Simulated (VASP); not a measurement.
# C (P-3m1) in VASP: a series of runs

The runs below take C through single point, with LDA.

Everything below comes from runs of VASP 6.6.1. Logs are shortened: lines on timing, memory, paths and dates and some standing lists are left out, and cuts for length are marked.

### 1 The cell of the first run

It takes space group P-3m1 (No. 164, trigonal). Conventional cell: a = 2.445 Å, b = 2.445 Å, c = 9.768 Å, α = 90.00°, β = 90.00°, γ = 120.00°. Within 1.9 Å of C (site symmetry 3m) lie 3 C at 1.41 Å. Within 1.9 Å of C (site symmetry 3m) lie 3 C at 1.41 Å. C (site symmetry 3m) has 3 C at 1.41 Å within 1.9 Å.

### 2 Single point, LDA (the distance across one plane changed)

Contents of INCAR:

```
ALGO = Normal
EDIFF = 1E-6
ENCUT = 520
ISIF = 2
ISMEAR = 0
LASPH = T
LCHARG = F
LREAL = F
LWAVE = F
NBANDS = 21
NELM = 80
PREC = Accurate
SIGMA = 0.05
```

Contents of KPOINTS:

```
k-points
0
Gamma
  12 12 3
```

Contents of POSCAR:

```
C
1.0
   -1.2225127310     -2.1174541629      0.0000000000
    1.2225127310     -2.1174541629      0.0000000000
    0.0000000000      0.0000000000      9.7679937839
C
6
Direct
    1.0000000000      1.0000000000      0.8460163458
    0.3333333333      0.3333333333      0.1691121624
    0.6666666667      0.6666666667      0.5075642541
    1.0000000000      1.0000000000      0.5077581758
    0.3333333333      0.3333333333      0.8462102675
    0.6666666667      0.6666666667      0.1693060841
```

Potentials or basis: VASP PAW LDA potentials, release 64 (C).

The run is started by

```console
> cat potpaw_LDA.64/C/POTCAR > POTCAR
> mpirun -np 1 vasp_std > vasp.out
```

OUTCAR:

```text
EDIFF = 1E-6
   ENCUT = 520
   ISIF = 2
   ISMEAR = 0
   LASPH = T
   LREAL = F
   NELM = 80
   PREC = Accurate

 ion  position               nearest neighbor table
   1  0.000  0.000  0.846-   5 1.41   5 1.41   5 1.41
   2  0.333  0.333  0.169-   6 1.41   6 1.41   6 1.41
   3  0.667  0.667  0.508-   4 1.41   4 1.41   4 1.41
   4  0.000  0.000  0.508-   3 1.41   3 1.41   3 1.41
   5  0.333  0.333  0.846-   1 1.41   1 1.41   1 1.41
   6  0.667  0.667  0.169-   2 1.41   2 1.41   2 1.41

  LATTYP: Found a hexagonal cell.
 ALAT       =     2.4450254619
 C/A-ratio  =     3.9950478782

  Lattice vectors:

 A1 = (  -1.2225127310,   2.1174541629,   0.0000000000)
 A2 = (  -1.2225127310,  -2.1174541629,   0.0000000000)
 A3 = (   0.0000000000,   0.0000000000,   9.7679937839)

Analysis of symmetry for initial positions (statically):
=====================================================================
 Subroutine PRICEL returns:
 Original cell was already a primitive cell.

 Routine SETGRP: Setting up the symmetry group for a
 hexagonal supercell.

 Subroutine GETGRP returns: Found 12 space group operations
 (whereof  6 operations were pure point group operations)
 out of a pool of 24 trial point group operations.

The static configuration has the point symmetry C_3v.
 The point group associated with its full space group is D_3d.

Analysis of symmetry for dynamics (positions and initial velocities):
=====================================================================
 Subroutine PRICEL returns:
 Original cell was already a primitive cell.

 Routine SETGRP: Setting up the symmetry group for a
 hexagonal supercell.

 Subroutine GETGRP returns: Found 12 space group operations
 (whereof  6 operations were pure point group operations)
 out of a pool of 24 trial point group operations.

The dynamic configuration has the point symmetry C_3v.
 The point group associated with its full space group is D_3d.

 Subroutine INISYM returns: Found 12 space group operations
 (whereof  6 operations are pure point group operations),
 and found     1 'primitive' translations

----------------------------------------------------------------------------------------

                                     Primitive cell

  volume of cell :      50.5711

  direct lattice vectors                    reciprocal lattice vectors
    -1.222512731 -2.117454163  0.000000000    -0.408993696 -0.236132620  0.000000000
     1.222512731 -2.117454163  0.000000000     0.408993696 -0.236132620  0.000000000
     0.000000000  0.000000000  9.767993784     0.000000000  0.000000000  0.102375168

  length of vectors
     2.445025462  2.445025462  9.767993784     0.472265241  0.472265241  0.102375168

  position of ions in fractional coordinates (direct lattice)
     0.000000000  0.000000000  0.846016346
     0.333333333  0.333333333  0.169112162
     0.666666667  0.666666667  0.507564254
     0.000000000  0.000000000  0.507758176
     0.333333333  0.333333333  0.846210267
     0.666666667  0.666666667  0.169306084

  ion indices of the primitive-cell ions
   primitive index   ion index
                 1           1
                 2           2
                 3           3
                 4           4
                 5           5
                 6           6

----------------------------------------------------------------------------------------

 KPOINTS: k-points

Automatic generation of k-mesh.
 Grid dimensions read from file:
 generate k-points for:   12   12    3

 Generating k-lattice:

  Cartesian coordinates                     Fractional coordinates (reciprocal lattice)
    -0.034082808 -0.019677718  0.000000000     0.083333333 -0.000000000  0.000000000
     0.034082808 -0.019677718  0.000000000    -0.000000000  0.083333333  0.000000000
     0.000000000  0.000000000  0.034125056     0.000000000  0.000000000  0.333333333

  Length of vectors
     0.039355437  0.039355437  0.034125056

  Shift w.r.t. Gamma in fractional coordinates (k-lattice)
     0.000000000  0.000000000  0.000000000

 Subroutine IBZKPT returns following result:
 ===========================================

 Found     50 irreducible k-points:

 Following reciprocal coordinates:
            Coordinates               Weight
  0.000000  0.000000  0.000000      1.000000
  0.083333 -0.000000  0.000000      6.000000
  0.166667 -0.000000  0.000000      6.000000
  0.250000  0.000000  0.000000      6.000000
  0.333333  0.000000  0.000000      6.000000
  0.416667  0.000000  0.000000      6.000000
[... 16 lines left out ...]
  0.166667 -0.000000  0.333333      6.000000
  0.166667  0.166667  0.333333      6.000000
 [... further k-points ...]
   k-points           NKPTS =     50   k-points in BZ     NKDIM =     50   number of bands    NBANDS=     21
   number of dos      NEDOS =    301   number of ions     NIONS =      6
   total plane-waves  NPLWV =  25920
   dimension x,y,z NGX =    18 NGY =   18 NGZ =   80
   dimension x,y,z NGXF=    36 NGYF=   36 NGZF=  160
   ions per type =               6
   NGX,Y,Z   is equivalent  to a cutoff of  12.24, 12.24, 13.62 a.u.
   NGXF,Y,Z  is equivalent  to a cutoff of  24.48, 24.48, 27.23 a.u.
 SYSTEM =  unknown system
   PREC   = accura    normal or accurate (medium, high low for compatibility)
   ISTART =      0    job   : 0-new  1-cont  2-samecut
   ICHARG =      2    charge: 1-file 2-atom 10-const
   ISPIN  =      1    spin polarized calculation?
   LNONCOLLINEAR =      F non collinear calculations
   LSORBIT =      F    spin-orbit coupling
   LASPH  =      T    aspherical Exc in radial PAW
   ENCUT  =  520.0 eV  38.22 Ry    6.18 a.u.   4.55  4.55 18.16*2*pi/ulx,y,z
   NELM   =     80;   NELMIN=  2; NELMDL= -5     # of ELM steps
   EDIFF  = 0.1E-05   stopping-criterion for ELM
   LREAL  =      F    real-space projection
   EDIFFG = 0.1E-04   stopping-criterion for IOM
   NSW    =      0    number of steps for IOM
   IBRION =     -1    ionic relax: 0-MD 1-quasi-New 2-CG
   NFREE  =      0    steps in history (QN), initial steepest desc. (CG)
   ISIF   =      2    stress and relaxation
   ISYM   =      2    0-nonsym 1-usesym 2-fastsym
   POTIM  = 0.5000    time-step for ionic-motion
   TEBEG  =    0.0;   TEEND  =   0.0 temperature during run
   PSTRESS=    0.0 pullay stress
   NELECT =      24.0000    total number of electrons
   NUPDOWN=      -1.0000    fix difference up-down
   EMIN   =  10.00;   EMAX   =-10.00  energy-range for DOS
   EFERMI =   0.00;   METHOD = LEGACY
   ISMEAR =     0;   SIGMA  =   0.05  broadening in eV -4-tet -1-fermi 0-gaus
   EFERMI_NEDOS =   21; number of points for ismear=-14 and -15
   IALGO  =     38    algorithm
   IMIX   =      4    mixing-type and parameters
     AMIX     =   0.40;   BMIX     =  1.00
     AMIX_MAG =   1.60;   BMIX_MAG =  1.00
  volume/ion in A,a.u.               =       8.43        56.88
  Fermi-wavevector in a.u.,A,eV,Ry     =   1.276961  2.413106 22.186062  1.630630
  Thomas-Fermi vector in A             =   2.409588
   LORBIT       =      0    0 simple, 1 ext, 2 COOP (PROOUT), +10 PAW based schemes
   GGA     = CA    functional components
   LHFCALC =     F    Hartree Fock is set to
   AEXX    =    0.0000 exact exchange contribution
   IVDW    =     0    specifies the selected vdW correction
   LEPSILON=     F    determine dielectric tensor
   LRPA    =     F    only Hartree local field effects (RPA)
 non-spin polarized calculation
 Gauss-broadening in eV      SIGMA  =   0.05
  energy-cutoff  :      520.00
  volume of cell :       50.57
 maximum number of plane-waves:      1384
   NGX =  9   NGY =  9   NGZ = 37

 number of electron      23.9999994 magnetization

 Free energy of the ion-electron system (eV)
  ---------------------------------------------------
  ext. energy  EPLUGINS =         0.00000000
  ---------------------------------------------------
  free energy    TOTEN  =       -60.66530863 eV

  energy without entropy =      -60.66530863  energy(sigma->0) =      -60.66530863

 E-fermi :   4.8509     XC(G=0): -10.9964

 val. band max:        4.6097873353   @ k =  -0.3333   0.3333   0.0000
 cond. band min:       5.3279666230   @ k =  -0.3333   0.3333   0.0000
 fundamental gap:      0.7181792877
 Fermi energy:         4.8508793383

 k-point     1 :       0.0000    0.0000    0.0000
  band No.  band energies     occupation
      1     -14.6909      2.00000
      2     -14.4160      2.00000
      3     -14.3712      2.00000
      4      -3.4853      2.00000
      5      -3.3233      2.00000
      6      -1.5340      2.00000
[... 13 lines left out ...]
     20      13.4806      0.00000
     21      13.9132      0.00000

 k-point     2 :       0.0833   -0.0000    0.0000
  band No.  band energies     occupation
      1     -14.5234      2.00000
      2     -14.2510      2.00000
      3     -14.2067      2.00000
      4      -3.2818      2.00000
      5      -3.1202      2.00000
      6      -1.3429      2.00000
[... 13 lines left out ...]
     20      14.1468      0.00000
     21      14.1885      0.00000

 k-point     3 :       0.1667   -0.0000    0.0000
  band No.  band energies     occupation
      1     -14.0225      2.00000
      2     -13.7581      2.00000
      3     -13.7149      2.00000
      4      -2.6755      2.00000
      5      -2.5157      2.00000
      6      -0.7769      2.00000
[... 13 lines left out ...]
     20      14.6846      0.00000
     21      14.8257      0.00000
[... 457 lines left out ...]
 k-point    23 :       0.1667   -0.0000    0.3333
  band No.  band energies     occupation
      1     -13.9836      2.00000
      2     -13.8656      2.00000
      3     -13.6457      2.00000
      4      -3.0369      2.00000
      5      -1.8617      2.00000
      6      -1.1025      2.00000
[... 13 lines left out ...]
     20      14.6800      0.00000
     21      16.0144      0.00000

 k-point    24 :       0.1667    0.1667    0.3333
  band No.  band energies     occupation
      1     -13.9837      2.00000
      2     -13.8655      2.00000
      3     -13.6457      2.00000
      4      -3.0365      2.00000
      5      -1.8634      2.00000
      6      -1.1010      2.00000
[... 13 lines left out ...]
     20      14.7719      0.00000
     21      16.0219      0.00000

 [... further k-points ...]

------------------------ aborting loop because EDIFF is reached ----------------------------------------

  FORCE on cell =-STRESS in cart. coord.  units (eV):
  Direction    XX          YY          ZZ          XY          YZ          ZX
  --------------------------------------------------------------------------------------
  -------------------------------------------------------------------------------------
  Total        0.3919458      0.3919458      0.1696464      0.0000000      0.0000000      0.0000000
  in kB       12.4174889     12.4174889      5.3746767      0.0000000      0.0000000      0.0000000
  external PRESSURE =      10.0698848 kB  Pullay stress =       0.0000000 kB

 VOLUME and BASIS-vectors are now :
 -----------------------------------------------------------------------------
  energy-cutoff  :      520.00
  volume of cell :       50.57
      direct lattice vectors                 reciprocal lattice vectors
    -1.222512731 -2.117454163  0.000000000    -0.408993696 -0.236132620  0.000000000
     1.222512731 -2.117454163  0.000000000     0.408993696 -0.236132620  0.000000000
     0.000000000  0.000000000  9.767993784     0.000000000  0.000000000  0.102375168

 POSITION                                       TOTAL-FORCE (eV/Angst)
 -----------------------------------------------------------------------------------
      0.00000      0.00000      8.26388        -0.000000      0.000000     -0.039971
      0.00000     -1.41164      1.65189        -0.000000     -0.000000      0.025469
      0.00000     -2.82327      4.95788         0.000000     -0.000000     -0.000331
      0.00000      0.00000      4.95978        -0.000000      0.000000      0.000331
      0.00000     -1.41164      8.26578        -0.000000      0.000000     -0.025469
      0.00000     -2.82327      1.65378         0.000000     -0.000000      0.039971
 -----------------------------------------------------------------------------------
    total drift:                                0.000000      0.000000     -0.000037

  FREE ENERGIE OF THE ION-ELECTRON SYSTEM (eV)
  ---------------------------------------------------
  free  energy   TOTEN  =       -60.6653086307 eV

  energy  without entropy=      -60.6653086307  energy(sigma->0) =      -60.66530863
```

Wall time 61 s (1 thread of Intel Xeon 8259CL, shared host); peak memory 0.16 GiB.

What came out:

```
Free energy   : -60.6653 eV
Pressure      : 1.0 GPa
Largest force : 0.040 eV/Å
```

Forces on the atoms (eV/Å):
```
C    0.000  0.000 -0.040
C    0.000  0.000  0.025
C    0.000  0.000  0.000
C    0.000  0.000  0.000
C    0.000  0.000 -0.025
C    0.000  0.000  0.040
```

Caveat: the cell differs from its parent crystal (the distance across one plane changed).

### 3 Single point, LDA (the distance across one plane changed)

Contents of INCAR:

```
SYSTEM = C
PREC     = Accurate       ! precision mode
ENCUT    = 520            ! plane-wave cutoff, eV
EDIFF    = 1E-6           ! SCF threshold, eV
ISMEAR   = 0              ! smearing method
SIGMA    = 0.05           ! smearing width, eV
LREAL    = .False.        ! projectors in reciprocal space
LASPH    = .True.         ! aspherical terms in the spheres
NELM     = 60             ! most SCF steps
ALGO     = Normal         ! electronic algorithm
ISIF     = 2              ! what is computed and relaxed
LWAVE    = .False.        ! write WAVECAR
LCHARG   = .False.        ! write CHGCAR
GGA      = CA             ! functional
NBANDS   = 21             ! bands
```

Contents of KPOINTS:

```
regular mesh
0
Gamma
  12 12 3
  0 0 0
```

Contents of POSCAR:

```
C
1.0
   -1.2225127310     -2.1174541629      0.0000000000
    1.2225127310     -2.1174541629      0.0000000000
    0.0000000000      0.0000000000     10.1679937839
C
6
Direct
    1.0000000000      1.0000000000      0.8127348013
    0.3333333333      0.3333333333      0.1624594376
    0.6666666667      0.6666666667      0.4875971194
    1.0000000000      1.0000000000      0.4877834124
    0.3333333333      0.3333333333      0.8129210942
    0.6666666667      0.6666666667      0.1626457305
```

Potentials or basis: VASP PAW LDA potentials, release 64 (C).

The run is started by

```console
> cat potpaw_LDA.64/C/POTCAR > POTCAR
> mpirun -np 1 vasp_std > vasp.out
```

OUTCAR:

```text
SYSTEM = C
   PREC = Accurate
   ENCUT = 520
   EDIFF = 1E-6
   ISMEAR = 0
   LREAL = .False.
   LASPH = .True.
   NELM = 60
   ISIF = 2
   GGA = CA

 ion  position               nearest neighbor table
   1  0.000  0.000  0.813-   5 1.41   5 1.41   5 1.41
   2  0.333  0.333  0.162-   6 1.41   6 1.41   6 1.41
   3  0.667  0.667  0.488-   4 1.41   4 1.41   4 1.41
   4  0.000  0.000  0.488-   3 1.41   3 1.41   3 1.41
   5  0.333  0.333  0.813-   1 1.41   1 1.41   1 1.41
   6  0.667  0.667  0.163-   2 1.41   2 1.41   2 1.41

  LATTYP: Found a hexagonal cell.
 ALAT       =     2.4450254619
 C/A-ratio  =     4.1586453566

  Lattice vectors:

 A1 = (  -1.2225127310,   2.1174541629,   0.0000000000)
 A2 = (  -1.2225127310,  -2.1174541629,   0.0000000000)
 A3 = (   0.0000000000,   0.0000000000,  10.1679937839)

Analysis of symmetry for initial positions (statically):
=====================================================================
 Subroutine PRICEL returns:
 Original cell was already a primitive cell.

 Routine SETGRP: Setting up the symmetry group for a
[... 181 lines left out ...]
 cond. band min:       4.8376904026   @ k =  -0.3333   0.3333   0.0000
 fundamental gap:      0.4622271715
 Fermi energy:         4.6146528737

 k-point     1 :       0.0000    0.0000    0.0000
  band No.  band energies     occupation
      1     -15.0154      2.00000
      2     -14.8155      2.00000
      3     -14.7629      2.00000
      4      -3.7908      2.00000
      5      -3.5754      2.00000
      6      -2.1357      2.00000
[... 565 lines left out ...]
     20      14.3084      0.00000
     21      14.9051      0.00000

 [... further k-points ...]

------------------------ aborting loop because EDIFF is reached ----------------------------------------

  FORCE on cell =-STRESS in cart. coord.  units (eV):
  Direction    XX          YY          ZZ          XY          YZ          ZX
  --------------------------------------------------------------------------------------
  -------------------------------------------------------------------------------------
  Total        0.4273858      0.4273858     -0.2167486      0.0000000     -0.0000000      0.0000000
  in kB       13.0076234     13.0076234     -6.5968144      0.0000000     -0.0000000      0.0000000
  external PRESSURE =       6.4728108 kB  Pullay stress =       0.0000000 kB

 VOLUME and BASIS-vectors are now :
 -----------------------------------------------------------------------------
  energy-cutoff  :      520.00
  volume of cell :       52.64
      direct lattice vectors                 reciprocal lattice vectors
    -1.222512731 -2.117454163  0.000000000    -0.408993696 -0.236132620  0.000000000
     1.222512731 -2.117454163  0.000000000     0.408993696 -0.236132620  0.000000000
     0.000000000  0.000000000 10.167993784     0.000000000  0.000000000  0.098347818

 POSITION                                       TOTAL-FORCE (eV/Angst)
 -----------------------------------------------------------------------------------
      0.00000      0.00000      8.26388         0.000000     -0.000000      0.029152
      0.00000     -1.41164      1.65189        -0.000000     -0.000000     -0.015002
      0.00000     -2.82327      4.95788         0.000000     -0.000000      0.000326
      0.00000      0.00000      4.95978        -0.000000      0.000000     -0.000326
      0.00000     -1.41164      8.26578         0.000000      0.000000      0.015002
      0.00000     -2.82327      1.65378        -0.000000     -0.000000     -0.029152
 -----------------------------------------------------------------------------------
    total drift:                                0.000000      0.000000      0.000011

  FREE ENERGIE OF THE ION-ELECTRON SYSTEM (eV)
  ---------------------------------------------------
  free  energy   TOTEN  =       -60.6630590352 eV

  energy  without entropy=      -60.6630590352  energy(sigma->0) =      -60.66305904
```

OSZICAR:

```text
N       E                     dE             d eps       ncg     rms          rms(c)
DAV:   1     0.608966674840E+02    0.60897E+02   -0.12390E+04  2100   0.105E+03
DAV:   2    -0.600373495621E+02   -0.12093E+03   -0.11492E+03  2716   0.223E+02
DAV:   3    -0.649639376922E+02   -0.49266E+01   -0.49019E+01  2626   0.427E+01
DAV:   4    -0.650221788235E+02   -0.58241E-01   -0.58207E-01  3050   0.541E+00
DAV:   5    -0.650229915824E+02   -0.81276E-03   -0.81259E-03  2871   0.572E-01    0.116E+01
DAV:   6    -0.616874812702E+02    0.33355E+01   -0.28105E+00  2422   0.896E+00    0.658E+00
DAV:   7    -0.606631556134E+02    0.10243E+01   -0.31615E+00  2374   0.970E+00    0.177E+00
DAV:   8    -0.606660779390E+02   -0.29223E-02   -0.16515E-01  2486   0.216E+00    0.414E-01
DAV:   9    -0.606631332296E+02    0.29447E-02   -0.58318E-03  2741   0.455E-01    0.131E-01
DAV:  10    -0.606630583434E+02    0.74886E-04   -0.63840E-04  2697   0.143E-01    0.431E-02
DAV:  11    -0.606630591025E+02   -0.75915E-06   -0.16410E-05  2728   0.265E-02    0.140E-02
DAV:  12    -0.606630590352E+02    0.67360E-07   -0.30238E-06  2595   0.128E-02
   1 F= -.60663059E+02 E0= -.60663059E+02  d E =-.335435E-12
```

stdout:

```text
POSCAR found type information on POSCAR C
 POSCAR found :  1 types and       6 ions
 scaLAPACK will be used
 LDA part: xc-table for (Slater(with rela. corr.)+CA(PZ))
 , standard interpolation
 POSCAR, INCAR and KPOINTS ok, starting setup
 FFT: planning ... GRIDC
 FFT: planning ... GRID_SOFT
 FFT: planning ... GRID
 WAVECAR not read
 entering main loop
```

Run time: 68 s. Hardware: 1 thread of Intel Xeon 8259CL, shared host; peak memory 0.16 GiB.

What came out:

```
Free energy   : -60.6631 eV
Pressure      : 0.6 GPa
Largest force : 0.029 eV/Å
```

Forces on the atoms (eV/Å):
```
C    0.000  0.000  0.029
C    0.000  0.000 -0.015
C    0.000  0.000  0.000
C    0.000  0.000  0.000
C    0.000  0.000  0.015
C    0.000  0.000 -0.029
```

Caveat: the cell differs from its parent crystal (the distance across one plane changed).
